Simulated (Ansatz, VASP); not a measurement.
## Two plane-wave programs on Co

Contents of POSCAR:

```
Co
1.0
    2.4715232260      0.0000000000      0.0000000000
   -1.2357616130      2.1404018997      0.0000000000
    0.0000000000      0.0000000000      4.0271144694
Co
2
Direct
    0.3333333333      0.6666666667      0.2500000000
    0.6666666667      0.3333333333      0.7500000000
```

Contents of INCAR.step1:

```
  ALGO = Normal
  EDIFF = 1E-4
  ENCUT = 520
  GGA = PE
  ISMEAR = -1
  ISPIN = 2
  LASPH = T
  LCHARG = F
  LMAXMIX = 4
  LREAL = F
  LWAVE = T
  MAGMOM = 1.891 1.891
  NBANDS = 20
  NELM = 150
  PREC = Accurate
  SIGMA = 0.05
```

The input INCAR.step2:

```
  ALGO = Normal
  EDIFF = 1E-6
  ENCUT = 520
  ISIF = 2
  ISMEAR = -1
  ISPIN = 2
  ISTART = 1
  LASPH = T
  LCHARG = F
  LMAXMIX = 4
  LMIXTAU = T
  LORBIT = 11
  LREAL = F
  LWAVE = F
  MAGMOM = 1.891 1.891
  METAGGA = R2SCAN
  NBANDS = 20
  NELM = 150
  PREC = Accurate
  SIGMA = 0.05
```

File KPOINTS:

```
k-points
0
Gamma
  7 7 4
```

Input for Ansatz:

```yaml
crystal:
  lattice:
    - [2.471523226, 0.0, 0.0]
    - [-1.235761613, 2.1404018997, 0.0]
    - [0.0, 0.0, 4.0271144694]
  atoms:
    - { symbol: Co, position: [0.3333333333, 0.6666666667, 0.25], spin: 1.891 }
    - { symbol: Co, position: [0.6666666667, 0.3333333333, 0.75], spin: 1.891 }
hamiltonian:
  xc: r2scan
  pseudopotentials:
    kind: paw
    azcp:
      Co: "pseudopotentials/Co.paw.azcp"
basis:
  ecutwfc: 500
  fft_grid_basis: typed
kpoints:
  mp_grid: { grid: [7, 7, 4], shift: [0, 0, 0] }
magnetization:
  spin_polarized: true
scf:
  occupations: { method: fermi_dirac, width: 0.05 }
  lower_state_search: "off"
output:
  stress: true
```

Alike in both runs: task single point; functional r2SCAN; k mesh 7 × 7 × 4; occupations fermi-dirac, width 0.05 eV; collinear spin.

```csv
,VASP,Ansatz
version,VASP 6.6.1,Ansatz 0.2.0
potentials or method,"VASP PAW PBE potentials, release 64 (Co), cutoff 520 eV","plane waves (500 eV) with PAW, scalar-relativistic"
valence electrons in the cell,18,34
```

|  | VASP | Ansatz | Ansatz less VASP |
| --- | --- | --- | --- |
| pressure (GPa) | 1.6 | 1.5 | -0.04 |
| traceless stress, the component that is largest in VASP (GPa) | 0.65 | 0.70 | +0.051 |
| net moment per atom (μB) | 1.83 | 1.84 | +0.001 |
| size of the moment on the site where the two differ most (μB) | 1.89 | 1.97 | +0.075 |

VASP's potentials were made for PBE, not for r2SCAN. Site moments also hang on the region over which each program counts them. VASP's potentials hold 18 valence electrons a cell and Ansatz's 34, so a difference there can come from the potentials and not from the codes. Ansatz's warnings: stability check not made.

The k mesh is coarse, so the values compare programs but aren't converged.
